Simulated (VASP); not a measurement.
# GaN (P6_3mc) in VASP: further runs, part 2 of 3

VASP 6.6.1. Earlier steps stand in the parts before.

### Step 4. Single point, PBE

This run uses another cell than the first one, of the same volume but with other edges.

Contents of INCAR:

```
ALGO = Normal ; EDIFF = 1E-7
ENCUT = 520 ; GGA = PE
ISIF = 2 ; ISMEAR = 0
LASPH = T ; LCHARG = F
LREAL = F ; LWAVE = F
NBANDS = 26 ; NELM = 80
PREC = Accurate ; SIGMA = 0.05
```

Contents of KPOINTS:

```
k-points
0
Gamma
  12 12 6
```

Contents of POSCAR:

```
GaN
1.0
    3.1287003728      0.0000000000      0.0000000000
   -1.5643501864      2.7095340037      0.0000000000
    0.0000000000      0.0000000000      5.3367959887
Ga N
2 2
Direct
    0.3333333333      0.6666666667      0.0000000000
    0.6666666667      0.3333333333      0.5000000000
    0.3333333333      0.6666666667      0.3750000000
    0.6666666667      0.3333333333      0.8750000000
```

Potentials or basis: VASP PAW PBE potentials, release 64 (Ga_d, N).

Run with:

```sh
cat potpaw_PBE.64/Ga_d/POTCAR potpaw_PBE.64/N/POTCAR > POTCAR
mpirun -np 1 vasp_std > vasp.out
```

OUTCAR:

```text
EDIFF = 1E-7
   ENCUT = 520
   GGA = PE
   ISIF = 2
   ISMEAR = 0
   LASPH = T
   LREAL = F
   NELM = 80
   PREC = Accurate

 ion  position               nearest neighbor table
   1  0.333  0.667  0.000-   4 1.93   4 1.93   4 1.93   3 2.00
   2  0.667  0.333  0.500-   3 1.93   3 1.93   3 1.93   4 2.00
   3  0.333  0.667  0.375-   2 1.93   2 1.93   2 1.93   1 2.00
   4  0.667  0.333  0.875-   1 1.93   1 1.93   1 1.93   2 2.00

  LATTYP: Found a hexagonal cell.
 ALAT       =     3.1287003728
 C/A-ratio  =     1.7057548991

  Lattice vectors:

 A1 = (   3.1287003728,   0.0000000000,   0.0000000000)
 A2 = (  -1.5643501864,   2.7095340037,   0.0000000000)
 A3 = (   0.0000000000,   0.0000000000,   5.3367959887)

Analysis of symmetry for initial positions (statically):
=====================================================================
 Subroutine PRICEL returns:
 Original cell was already a primitive cell.

 Routine SETGRP: Setting up the symmetry group for a
 hexagonal supercell.

 Subroutine GETGRP returns: Found 12 space group operations
 (whereof  6 operations were pure point group operations)
 out of a pool of 24 trial point group operations.

The static configuration has the point symmetry C_3v.
 The point group associated with its full space group is C_6v.

Analysis of symmetry for dynamics (positions and initial velocities):
=====================================================================
 Subroutine PRICEL returns:
 Original cell was already a primitive cell.

 Routine SETGRP: Setting up the symmetry group for a
 hexagonal supercell.

 Subroutine GETGRP returns: Found 12 space group operations
 (whereof  6 operations were pure point group operations)
 out of a pool of 24 trial point group operations.

The dynamic configuration has the point symmetry C_3v.
 The point group associated with its full space group is C_6v.

 Subroutine INISYM returns: Found 12 space group operations
 (whereof  6 operations are pure point group operations),
 and found     1 'primitive' translations

----------------------------------------------------------------------------------------

                                     Primitive cell

  volume of cell :      45.2417

  direct lattice vectors                    reciprocal lattice vectors
     3.128700373  0.000000000  0.000000000     0.319621530  0.184533576  0.000000000
    -1.564350186  2.709534004  0.000000000     0.000000000  0.369067153  0.000000000
     0.000000000  0.000000000  5.336795989     0.000000000  0.000000000  0.187378345

  length of vectors
     3.128700373  3.128700373  5.336795989     0.369067153  0.369067153  0.187378345

  position of ions in fractional coordinates (direct lattice)
     0.333333333  0.666666667  0.000000000
     0.666666667  0.333333333  0.500000000
     0.333333333  0.666666667  0.375000000
     0.666666667  0.333333333  0.875000000

  ion indices of the primitive-cell ions
   primitive index   ion index
                 1           1
                 2           2
                 3           3
                 4           4

----------------------------------------------------------------------------------------

 KPOINTS: k-points

Automatic generation of k-mesh.
 Grid dimensions read from file:
 generate k-points for:   12   12    6

 Generating k-lattice:

  Cartesian coordinates                     Fractional coordinates (reciprocal lattice)
     0.026635127  0.015377798  0.000000000     0.083333333 -0.000000000  0.000000000
     0.000000000  0.030755596  0.000000000     0.000000000  0.083333333  0.000000000
     0.000000000  0.000000000  0.031229724     0.000000000  0.000000000  0.166666667

  Length of vectors
     0.030755596  0.030755596  0.031229724

  Shift w.r.t. Gamma in fractional coordinates (k-lattice)
     0.000000000  0.000000000  0.000000000

 Subroutine IBZKPT returns following result:
 ===========================================

 Found     76 irreducible k-points:

 Following reciprocal coordinates:
            Coordinates               Weight
  0.000000  0.000000  0.000000      1.000000
  0.083333  0.000000  0.000000      6.000000
  0.166667  0.000000  0.000000      6.000000
  0.250000  0.000000  0.000000      6.000000
  0.333333  0.000000  0.000000      6.000000
  0.416667  0.000000  0.000000      6.000000
[... 16 lines left out ...]
  0.250000  0.000000  0.166667     12.000000
  0.333333  0.000000  0.166667     12.000000
 [... further k-points ...]
   k-points           NKPTS =     76   k-points in BZ     NKDIM =     76   number of bands    NBANDS=     26
   number of dos      NEDOS =    301   number of ions     NIONS =      4
   total plane-waves  NPLWV =  23040
   dimension x,y,z NGX =    24 NGY =   24 NGZ =   40
   dimension x,y,z NGXF=    48 NGYF=   48 NGZF=   80
   ions per type =               2   2
   NGX,Y,Z   is equivalent  to a cutoff of  12.75, 12.75, 12.46 a.u.
   NGXF,Y,Z  is equivalent  to a cutoff of  25.51, 25.51, 24.92 a.u.
 SYSTEM =  unknown system
   PREC   = accura    normal or accurate (medium, high low for compatibility)
   ISTART =      0    job   : 0-new  1-cont  2-samecut
   ICHARG =      2    charge: 1-file 2-atom 10-const
   ISPIN  =      1    spin polarized calculation?
   LNONCOLLINEAR =      F non collinear calculations
   LSORBIT =      F    spin-orbit coupling
   LASPH  =      T    aspherical Exc in radial PAW
   ENCUT  =  520.0 eV  38.22 Ry    6.18 a.u.   5.82  5.82  9.92*2*pi/ulx,y,z
   NELM   =     80;   NELMIN=  2; NELMDL= -5     # of ELM steps
   EDIFF  = 0.1E-06   stopping-criterion for ELM
   LREAL  =      F    real-space projection
   EDIFFG = 0.1E-05   stopping-criterion for IOM
   NSW    =      0    number of steps for IOM
   IBRION =     -1    ionic relax: 0-MD 1-quasi-New 2-CG
   NFREE  =      0    steps in history (QN), initial steepest desc. (CG)
   ISIF   =      2    stress and relaxation
   ISYM   =      2    0-nonsym 1-usesym 2-fastsym
   POTIM  = 0.5000    time-step for ionic-motion
   TEBEG  =    0.0;   TEEND  =   0.0 temperature during run
   PSTRESS=    0.0 pullay stress
   NELECT =      36.0000    total number of electrons
   NUPDOWN=      -1.0000    fix difference up-down
   EMIN   =  10.00;   EMAX   =-10.00  energy-range for DOS
   EFERMI =   0.00;   METHOD = LEGACY
   ISMEAR =     0;   SIGMA  =   0.05  broadening in eV -4-tet -1-fermi 0-gaus
   EFERMI_NEDOS =   21; number of points for ismear=-14 and -15
   IALGO  =     38    algorithm
   IMIX   =      4    mixing-type and parameters
     AMIX     =   0.40;   BMIX     =  1.00
     AMIX_MAG =   1.60;   BMIX_MAG =  1.00
  volume/ion in A,a.u.               =      11.31        76.33
  Fermi-wavevector in a.u.,A,eV,Ry     =   1.517036  2.866783 31.312431  2.301399
  Thomas-Fermi vector in A             =   2.626346
   LORBIT       =      0    0 simple, 1 ext, 2 COOP (PROOUT), +10 PAW based schemes
   GGA     = PE    functional components
   LHFCALC =     F    Hartree Fock is set to
   AEXX    =    0.0000 exact exchange contribution
   IVDW    =     0    specifies the selected vdW correction
   LEPSILON=     F    determine dielectric tensor
   LRPA    =     F    only Hartree local field effects (RPA)
 non-spin polarized calculation
 Gauss-broadening in eV      SIGMA  =   0.05
  energy-cutoff  :      520.00
  volume of cell :       45.24
 maximum number of plane-waves:      1232
 NGX is ok and might be reduce to    24

 number of electron      36.0000016 magnetization

 Free energy of the ion-electron system (eV)
  ---------------------------------------------------
  ext. energy  EPLUGINS =         0.00000000
  ---------------------------------------------------
  free energy    TOTEN  =       -24.21744600 eV

  energy without entropy =      -24.21744600  energy(sigma->0) =      -24.21744600

 E-fermi :   5.7487     XC(G=0): -11.7250

 val. band max:        5.4947629741   @ k =   0.0000   0.0000   0.0000
 cond. band min:       7.2855175591   @ k =   0.0000   0.0000   0.0000
 fundamental gap:      1.7907545850
 Fermi energy:         5.7486554217

 k-point     1 :       0.0000    0.0000    0.0000
  band No.  band energies     occupation
      1     -10.6472      2.00000
      2      -9.7377      2.00000
      3      -8.0281      2.00000
      4      -8.0215      2.00000
      5      -8.0215      2.00000
      6      -7.9669      2.00000
[... 18 lines left out ...]
     25      17.4634      0.00000
     26      17.4634      0.00000
[... 644 lines left out ...]
      4      -7.9244      2.00000
      5      -7.8668      2.00000
      6      -7.8099      2.00000
[... 18 lines left out ...]
     25      16.7898      0.00000
     26      18.4603      0.00000

 [... further k-points ...]
[... 5 lines left out ...]
  --------------------------------------------------------------------------------------
  -------------------------------------------------------------------------------------
  Total        3.7628256      3.7628256     -0.9452658      0.0000000     -0.0000000     -0.0000000
  in kB      133.2556064    133.2556064    -33.4753687      0.0000000     -0.0000000     -0.0000000
  external PRESSURE =      77.6786147 kB  Pullay stress =       0.0000000 kB

 VOLUME and BASIS-vectors are now :
 -----------------------------------------------------------------------------
  energy-cutoff  :      520.00
  volume of cell :       45.24
      direct lattice vectors                 reciprocal lattice vectors
     3.128700373  0.000000000  0.000000000     0.319621530  0.184533576  0.000000000
    -1.564350186  2.709534004  0.000000000     0.000000000  0.369067153  0.000000000
     0.000000000  0.000000000  5.336795989     0.000000000  0.000000000  0.187378345

 POSITION                                       TOTAL-FORCE (eV/Angst)
 -----------------------------------------------------------------------------------
     -0.00000      1.80636      0.00000         0.000000     -0.000000      0.327065
      1.56435      0.90318      2.66840        -0.000000      0.000000      0.327065
     -0.00000      1.80636      2.00130         0.000000      0.000000     -0.327065
      1.56435      0.90318      4.66970        -0.000000     -0.000000     -0.327065
 -----------------------------------------------------------------------------------
    total drift:                               -0.000001     -0.000001     -0.000751

  FREE ENERGIE OF THE ION-ELECTRON SYSTEM (eV)
  ---------------------------------------------------
  free  energy   TOTEN  =       -24.2174460003 eV

  energy  without entropy=      -24.2174460003  energy(sigma->0) =      -24.21744600
```

stdout:

```text
POSCAR found type information on POSCAR GaN
 POSCAR found :  2 types and       4 ions
 scaLAPACK will be used
 LDA part: xc-table for (Slater+PW92), standard interpolation
 POSCAR, INCAR and KPOINTS ok, starting setup
 FFT: planning ... GRIDC
 FFT: planning ... GRID_SOFT
 FFT: planning ... GRID
 WAVECAR not read
 entering main loop
```

Run time: 29 s. Hardware: 1 thread of Intel Xeon 6975P-C (Granite Rapids), shared host; peak memory 0.2 GiB.

What came out:

* Free energy: -24.2174 eV
* Pressure: 7.8 GPa
* Largest force: 0.327 eV/Å
* Band gap on the k mesh: 1.79 eV, direct

Forces in eV/Å, atoms in the order of the input:
```
Ga   0.000  0.000  0.327
Ga   0.000  0.000  0.327
N    0.000  0.000 -0.327
N    0.000  0.000 -0.327
```

### Step 5. Single point, PBE

This run uses another cell than the first one, of the same volume but with other edges.

Contents of INCAR:

```
ALGO = Normal ; EDIFF = 1E-7
ENCUT = 520 ; GGA = PE
ISIF = 2 ; ISMEAR = 0
LASPH = True ; LCHARG = True
LELF = True ; LREAL = False
LVHAR = True ; LWAVE = False
NBANDS = 26 ; NELM = 80
PREC = Accurate ; SIGMA = 0.05
```

KPOINTS is that of step 4.

Contents of POSCAR:

```
GaN
1.0
    3.4255507914      0.0000000000      0.0000000000
   -1.7127753957      2.9666140073      0.0000000000
    0.0000000000      0.0000000000      4.4519238435
Ga N
2 2
Direct
    0.3333333333      0.6666666667      0.0000000000
    0.6666666667      0.3333333333      0.5000000000
    0.3333333333      0.6666666667      0.3750000000
    0.6666666667      0.3333333333      0.8750000000
```

Run with:

```sh
cat potpaw_PBE.64/Ga_d/POTCAR potpaw_PBE.64/N/POTCAR > POTCAR
mpirun -np 1 vasp_std > vasp.out
```

Wall time 47 s (1 thread of Intel Xeon 6975P-C (Granite Rapids), shared host); peak memory 0.22 GiB.

The run converged. Its results:

| Quantity | Value |
| --- | --- |
| Free energy | -22.0504 eV |
| Pressure | 24.5 GPa |
| Largest force | 6.032 eV/Å |
| Band gap on the k mesh | 1.93 eV, direct |

Forces on the atoms (eV/Å):
```
Ga   0.000  0.000 -6.032
Ga   0.000  0.000 -6.032
N    0.000  0.000  6.032
N    0.000  0.000  6.032
```

Stress tensor (GPa, compression positive):
```
-12.22   0.00   0.00
  0.00 -12.22   0.00
  0.00   0.00  97.99
```

Levels at points of the mesh, in eV from the valence-band top:
```tsv
k point	band 14	band 15	band 16	band 17	band 18	band 19	band 20	band 21	band 22	band 23
(0.00, 0.00, 0.00)	-2.06	-2.06	-0.03	-0.03	0.00	1.93	2.44	8.38	8.38	11.08
(0.50, 0.00, 0.00)	-4.26	-4.05	-3.61	-2.35	-0.40	3.70	5.64	7.51	8.30	10.04
(0.00, 0.00, 0.50)	-3.07	-1.04	-1.04	-1.04	-1.04	3.88	3.88	8.80	8.80	8.80
(0.50, 0.00, 0.50)	-6.58	-2.17	-2.17	-0.96	-0.96	4.62	4.62	8.40	8.40	11.07
```

Caveat: forces of over 1 eV/Å act on the atoms, so gaps and moduli don't describe the material at rest.

(Continued in part 3 of 3.)
